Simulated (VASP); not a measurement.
# Si3Ge (vca) (P3m1) in VASP: a series of runs

Runs on Si3Ge (vca). Level: PBEsol. Tasks: single point, relaxation of the atoms.

All numbers are computed with VASP 6.6.1; they aren't measurements. Logs are shortened: lines on timing, memory, paths and dates and some standing lists are left out, and cuts for length are marked.

## Step 1: The cell of the first run

Symmetry: P3m1, No. 156, trigonal system. The conventional cell has a = 3.862 Å, b = 3.862 Å, c = 6.385 Å, α = 90.00°, β = 90.00°, γ = 120.00°. Ge (site symmetry 3m) has 4 Si at 2.38 to 2.41 Å within 3.1 Å. Within 3.1 Å of Si (site symmetry 3m) lie 4 Si at 2.36 Å. Within 3.1 Å of Si (site symmetry 3m) lie 3 Si at 2.36 Å and 1 Ge at 2.41 Å. Si (site symmetry 3m) has 1 Si at 2.36 Å and 3 Ge at 2.38 Å within 3.1 Å.

## Step 2: Single point, PBEsol

File INCAR:

```
SYSTEM = Si3Ge
PREC = Accurate
ENCUT = 520
EDIFF = 1E-7
ISMEAR = 0
SIGMA = 0.02
LREAL = .FALSE.
LASPH = .TRUE.
NELM = 100
ALGO = Normal
ISIF = 2
LWAVE = .FALSE.
LCHARG = .FALSE.
GGA = PS
NBANDS = 21
```

File KPOINTS:

```
Automatic mesh
0
G
  12 12 6
  0 0 0
```

File POSCAR:

```
Si3Ge
1.0
    3.8625000000      0.0000000000      0.0000000000
   -1.9312500000      3.3450231221      0.0000000000
    0.0000000000      0.0000000000      6.3850000000
Ge Si
1 3
Direct
    0.3333333333      0.6666666667      0.0003905617
    0.6666666667      0.3333333333      0.4995959323
    0.3333333333      0.6666666667      0.3780490315
    0.6666666667      0.3333333333      0.8699644744
```

Potentials or basis: VASP PAW PBE potentials, release 64 (Ge_d, Si).

Command:

```console
> cat potpaw_PBE.64/Ge_d/POTCAR potpaw_PBE.64/Si/POTCAR > POTCAR
> mpirun -np 1 vasp_std > vasp.out
```

OUTCAR:

```text
SYSTEM = Si3Ge
   PREC = Accurate
   ENCUT = 520
   EDIFF = 1E-7
   ISMEAR = 0
   LREAL = .FALSE.
   LASPH = .TRUE.
   NELM = 100
   ISIF = 2
   GGA = PS

 ion  position               nearest neighbor table
   1  0.333  0.667  0.000-   4 2.38   4 2.38   4 2.38   3 2.41
   2  0.667  0.333  0.500-   3 2.36   3 2.36   3 2.36   4 2.36
   3  0.333  0.667  0.378-   2 2.36   2 2.36   2 2.36   1 2.41
   4  0.667  0.333  0.870-   2 2.36   1 2.38   1 2.38   1 2.38

  LATTYP: Found a hexagonal cell.
 ALAT       =     3.8625000000
 C/A-ratio  =     1.6530744337

  Lattice vectors:

 A1 = (   3.8625000000,   0.0000000000,   0.0000000000)
 A2 = (  -1.9312500000,   3.3450231221,   0.0000000000)
 A3 = (   0.0000000000,   0.0000000000,   6.3850000000)

Analysis of symmetry for initial positions (statically):
=====================================================================
 Subroutine PRICEL returns:
 Original cell was already a primitive cell.

 Routine SETGRP: Setting up the symmetry group for a
 hexagonal supercell.

 Subroutine GETGRP returns: Found  6 space group operations
 (whereof  6 operations were pure point group operations)
 out of a pool of 24 trial point group operations.

The static configuration has the point symmetry C_3v.

Analysis of symmetry for dynamics (positions and initial velocities):
=====================================================================
 Subroutine PRICEL returns:
 Original cell was already a primitive cell.

 Routine SETGRP: Setting up the symmetry group for a
 hexagonal supercell.

 Subroutine GETGRP returns: Found  6 space group operations
 (whereof  6 operations were pure point group operations)
 out of a pool of 24 trial point group operations.

The dynamic configuration has the point symmetry C_3v.

 Subroutine INISYM returns: Found  6 space group operations
 (whereof  6 operations are pure point group operations),
 and found     1 'primitive' translations

----------------------------------------------------------------------------------------

                                     Primitive cell

  volume of cell :      82.4952

  direct lattice vectors                    reciprocal lattice vectors
     3.862500000  0.000000000  0.000000000     0.258899676  0.149475798  0.000000000
    -1.931250000  3.345023122  0.000000000     0.000000000  0.298951596  0.000000000
     0.000000000  0.000000000  6.385000000     0.000000000  0.000000000  0.156617071

  length of vectors
[... 87 lines left out ...]
   LREAL  =      F    real-space projection
   EDIFFG = 0.1E-05   stopping-criterion for IOM
   NSW    =      0    number of steps for IOM
   IBRION =     -1    ionic relax: 0-MD 1-quasi-New 2-CG
   NFREE  =      0    steps in history (QN), initial steepest desc. (CG)
   ISIF   =      2    stress and relaxation
   ISYM   =      2    0-nonsym 1-usesym 2-fastsym
   POTIM  = 0.5000    time-step for ionic-motion
   TEBEG  =    0.0;   TEEND  =   0.0 temperature during run
   PSTRESS=    0.0 pullay stress
   NELECT =      26.0000    total number of electrons
   NUPDOWN=      -1.0000    fix difference up-down
   EMIN   =  10.00;   EMAX   =-10.00  energy-range for DOS
   EFERMI =   0.00;   METHOD = LEGACY
   ISMEAR =     0;   SIGMA  =   0.02  broadening in eV -4-tet -1-fermi 0-gaus
   EFERMI_NEDOS =   21; number of points for ismear=-14 and -15
   IALGO  =     38    algorithm
   IMIX   =      4    mixing-type and parameters
     AMIX     =   0.40;   BMIX     =  1.00
     AMIX_MAG =   1.60;   BMIX_MAG =  1.00
  volume/ion in A,a.u.               =      20.62       139.18
  Fermi-wavevector in a.u.,A,eV,Ry     =   1.114097  2.105339 16.887724  1.241213
  Thomas-Fermi vector in A             =   2.250689
   LORBIT       =      0    0 simple, 1 ext, 2 COOP (PROOUT), +10 PAW based schemes
   GGA     = PS    functional components
   LHFCALC =     F    Hartree Fock is set to
   AEXX    =    0.0000 exact exchange contribution
   IVDW    =     0    specifies the selected vdW correction
   LEPSILON=     F    determine dielectric tensor
   LRPA    =     F    only Hartree local field effects (RPA)
 non-spin polarized calculation
 Gauss-broadening in eV      SIGMA  =   0.02
  energy-cutoff  :      520.00
  volume of cell :       82.50
 maximum number of plane-waves:      2250
 NGX is ok and might be reduce to    30
   NGX = 15   NGY = 15   NGZ = 23

 number of electron      25.9999990 magnetization

 Free energy of the ion-electron system (eV)
  ---------------------------------------------------
  ext. energy  EPLUGINS =         0.00000000
  ---------------------------------------------------
  free energy    TOTEN  =       -22.09837868 eV

  energy without entropy =      -22.09837868  energy(sigma->0) =      -22.09837868

 E-fermi :   5.9442     XC(G=0):  -9.7205

 val. band max:        5.8202765719   @ k =   0.0000   0.0000   0.0000
 cond. band min:       6.1001983045   @ k =   0.5000   0.0000   0.0000
 fundamental gap:      0.2799217326
 Fermi energy:         5.9442498768

 k-point     1 :       0.0000    0.0000    0.0000
  band No.  band energies     occupation
      1     -18.6140      2.00000
      2     -18.6086      2.00000
      3     -18.6086      2.00000
      4     -18.5811      2.00000
      5     -18.5811      2.00000
      6      -6.6981      2.00000
[... 565 lines left out ...]
     20      10.8328      0.00000
     21      11.2577      0.00000

 [... further k-points ...]

------------------------ aborting loop because EDIFF is reached ----------------------------------------

  FORCE on cell =-STRESS in cart. coord.  units (eV):
  Direction    XX          YY          ZZ          XY          YZ          ZX
  --------------------------------------------------------------------------------------
  -------------------------------------------------------------------------------------
  Total       -0.0012725     -0.0012725     -0.0407929      0.0000000      0.0000000      0.0000000
  in kB       -0.0247142     -0.0247142     -0.7922575      0.0000000      0.0000000      0.0000000
  external PRESSURE =      -0.2805620 kB  Pullay stress =       0.0000000 kB

 VOLUME and BASIS-vectors are now :
 -----------------------------------------------------------------------------
  energy-cutoff  :      520.00
  volume of cell :       82.50
      direct lattice vectors                 reciprocal lattice vectors
     3.862500000  0.000000000  0.000000000     0.258899676  0.149475798  0.000000000
    -1.931250000  3.345023122  0.000000000     0.000000000  0.298951596  0.000000000
     0.000000000  0.000000000  6.385000000     0.000000000  0.000000000  0.156617071

 POSITION                                       TOTAL-FORCE (eV/Angst)
 -----------------------------------------------------------------------------------
     -0.00000      2.23002      0.00249        -0.000000      0.000000     -0.002631
      1.93125      1.11501      3.18992         0.000000      0.000000      0.003137
     -0.00000      2.23002      2.41384         0.000000      0.000000     -0.008637
      1.93125      1.11501      5.55472         0.000000     -0.000000      0.008131
 -----------------------------------------------------------------------------------
    total drift:                                0.000000     -0.000000      0.000235

  FREE ENERGIE OF THE ION-ELECTRON SYSTEM (eV)
  ---------------------------------------------------
  free  energy   TOTEN  =       -22.0983786830 eV

  energy  without entropy=      -22.0983786830  energy(sigma->0) =      -22.09837868
```

Wall time 80 s (1 thread of AMD EPYC 9R45 (Zen 5), shared host); peak memory 0.26 GiB.

What came out:

```
Free energy            : -22.0984 eV
Pressure               : 0.0 GPa
Largest force          : 0.009 eV/Å
Band gap on the k mesh : 0.28 eV, indirect (least direct gap 0.63 eV)
```

Forces in eV/Å, atoms in the order of the input:
```
Ge   0.000  0.000 -0.003
Si   0.000  0.000  0.003
Si   0.000  0.000 -0.009
Si   0.000  0.000  0.008
```

Stress tensor (GPa, compression positive):
```
 0.00  0.00  0.00
 0.00  0.00  0.00
 0.00  0.00 -0.08
```

Levels at points of the mesh, in eV from the valence-band top:
| k point | band 10 | band 11 | band 12 | band 13 | band 14 | band 15 | band 16 | band 17 |
| --- | --- | --- | --- | --- | --- | --- | --- | --- |
| (0.00, 0.00, 0.00) | -1.61 | -0.38 | 0.00 | 0.00 | 0.63 | 1.94 | 1.94 | 2.10 |
| (0.50, 0.00, 0.00) | -4.79 | -3.17 | -3.08 | -1.51 | 0.28 | 2.13 | 3.01 | 3.14 |
| (0.00, 0.00, 0.50) | -1.15 | -1.15 | -0.81 | -0.81 | 1.42 | 1.52 | 2.74 | 2.74 |
| (0.50, 0.00, 0.50) | -2.67 | -2.61 | -2.48 | -2.42 | 0.52 | 0.81 | 1.50 | 1.84 |

Caveat: the PAW data sets were made with another functional, which shifts forces and pressure a little. A k mesh can miss the band edges.

## Step 3: Relaxation of the atoms, PBEsol

File INCAR:

```
PREC     = Accurate       # precision mode
ENCUT    = 520            # plane-wave cutoff, eV
EDIFF    = 1E-6           # SCF threshold, eV
ISMEAR   = 0              # smearing method
SIGMA    = 0.02           # smearing width, eV
LREAL    = F              # projectors in reciprocal space
LASPH    = T              # aspherical terms in the spheres
NELM     = 100            # most SCF steps
ALGO     = Normal         # electronic algorithm
ISIF     = 2              # what is computed and relaxed
LWAVE    = F              # write WAVECAR
LCHARG   = F              # write CHGCAR
GGA      = PS             # functional
IBRION   = 2              # ionic algorithm
NSW      = 80             # ionic steps
EDIFFG   = -0.004         # ionic threshold
```

File KPOINTS:

```
Automatic mesh
0
Gamma
  12 12 6
```

File POSCAR:

```
Si3Ge
1.0
    3.8625000000      0.0000000000      0.0000000000
   -1.9312500000      3.3450231221      0.0000000000
    0.0000000000      0.0000000000      6.3850000000
Ge Si
1 3
Direct
    0.3333333300      0.6666666700      0.0000000000
    0.6666666700      0.3333333300      0.5000000000
    0.3333333300      0.6666666700      0.3740000000
    0.6666666700      0.3333333300      0.8740000000
```

Potentials or basis: VASP PAW PBE potentials, release 64 (Ge_d, Si).

Command:

```console
> cat potpaw_PBE.64/Ge_d/POTCAR potpaw_PBE.64/Si/POTCAR > POTCAR
> mpirun -np 1 vasp_std > vasp.out
```

It took 2.8 min on 1 thread of AMD EPYC 9R45 (Zen 5), shared host; peak memory 0.26 GiB.

It converged, with:

```
Free energy               : -22.0984 eV
Energy gained by relaxing : 2.4 meV/atom
Ionic steps               : 5
Pressure after relaxing   : 0.0 GPa
Band gap on the k mesh    : 0.28 eV, indirect (least direct gap 0.63 eV)
```

Stress tensor (GPa, compression positive):
```
-0.01  0.00  0.00
 0.00 -0.01  0.00
 0.00  0.00 -0.08
```

The path:
```csv
step,energy change (eV),largest force (eV/Å),pressure (GPa)
1,0.0000,0.3857,-0.01
2,-0.0089,0.1006,-0.03
3,-0.0096,0.0396,-0.02
4,-0.0097,0.0094,-0.02
5,-0.0097,0.0009,-0.03
```

Final structure:
```
Ge Si
1.0
     3.86250    0.00000    0.00000
    -1.93125    3.34502    0.00000
     0.00000    0.00000    6.38500
Ge Si
1 3
Cartesian
  0.0000 2.2300 0.0022
  1.9312 1.1150 3.1902
  0.0000 2.2300 2.4132
  1.9312 1.1150 5.5553
```

Levels at points of the mesh, in eV from the valence-band top:
| k point | band 9 | band 10 | band 11 | band 12 | band 13 | band 14 | band 15 | band 16 | band 17 |
| --- | --- | --- | --- | --- | --- | --- | --- | --- | --- |
| (0.00, 0.00, 0.00) | -1.60 | -1.60 | -0.38 | 0.00 | 0.00 | 0.63 | 1.94 | 1.94 | 2.10 |
| (0.50, 0.00, 0.00) | -6.22 | -4.79 | -3.17 | -3.08 | -1.51 | 0.28 | 2.13 | 3.01 | 3.14 |
| (0.00, 0.00, 0.50) | -4.28 | -1.14 | -1.14 | -0.81 | -0.81 | 1.42 | 1.52 | 2.74 | 2.74 |
| (0.50, 0.00, 0.50) | -7.37 | -2.67 | -2.61 | -2.48 | -2.42 | 0.53 | 0.81 | 1.50 | 1.84 |

Caveat: the PAW data sets were made with another functional, which shifts forces and pressure a little. A k mesh can miss the band edges.

## Step 4: Single point, PBEsol

File INCAR:

```
SYSTEM = Si3Ge
  PREC = Accurate
  ENCUT = 520
  EDIFF = 1E-7
  ISMEAR = 0
  SIGMA = 0.1
  LREAL = .FALSE.
  LASPH = .TRUE.
  NELM = 100
  ALGO = Normal
  ISIF = 2
  LWAVE = .FALSE.
  LCHARG = .FALSE.
  GGA = PS
  NBANDS = 21
```

File KPOINTS:

```
regular mesh
0
G
  6 6 4
  0 0 0
```

POSCAR is that of step 3.

Command:

```console
> cat potpaw_PBE.64/Ge_d/POTCAR potpaw_PBE.64/Si/POTCAR > POTCAR
> mpirun -np 1 vasp_std > vasp.out
```

It took 23 s on 1 thread of AMD EPYC 9R45 (Zen 5), shared host; peak memory 0.17 GiB.

Results (log left out):

```
Free energy            : -22.0585 eV
Pressure               : 0.0 GPa
Largest force          : 0.394 eV/Å
Band gap on the k mesh : 0.31 eV, indirect (least direct gap 0.64 eV)
```

Forces in eV/Å, atoms in the order of the input:
```
Ge   0.000  0.000 -0.016
Si   0.000  0.000 -0.002
Si   0.000  0.000  0.394
Si   0.000  0.000 -0.375
```

Stress tensor (GPa, compression positive):
```
 0.13  0.00  0.00
 0.00  0.13  0.00
 0.00  0.00 -0.22
```

Levels at points of the mesh, in eV from the valence-band top:
```
           k point  band 10  band 11  band 12  band 13  band 14  band 15  band 16  band 17
(0.00, 0.00, 0.00)    -1.57    -0.35     0.00     0.00     0.64     1.97     1.97     2.11
(0.50, 0.00, 0.00)    -4.77    -3.15    -3.06    -1.50     0.31     2.14     3.03     3.16
(0.00, 0.00, 0.50)    -1.03    -1.03    -0.89    -0.89     1.41     1.55     2.83     2.83
(0.50, 0.00, 0.50)    -2.61    -2.52    -2.50    -2.48     0.58     0.82     1.55     1.79
```

Caveat: the PAW data sets were made with another functional, which shifts forces and pressure a little. A k mesh can miss the band edges.

## Step 5: Overview

| task | cell | k mesh | smearing | gap on the mesh (eV) | pressure (GPa) | largest force (eV/Å) |
| --- | --- | --- | --- | --- | --- | --- |
| single point | as given | 12 × 12 × 6 | gaussian 0.02 eV | 0.28 | 0.0 | 0.01 |
| relaxation of the atoms | atoms relaxed | 12 × 12 × 6 | gaussian 0.02 eV | 0.28 | 0.0 | - |
| single point | as given | 6 × 6 × 4 | gaussian 0.1 eV | 0.31 | 0.0 | 0.39 |

Alike in all rows: level PBEsol; potentials or basis VASP PAW PBE potentials, release 64 (Ge_d, Si); no spin polarisation; cutoff (eV) 520.

Caveats: the PAW data sets were made with another functional, which shifts forces and pressure a little.

Total energies depend on the potentials used, so only differences within one code and one set of settings carry meaning.
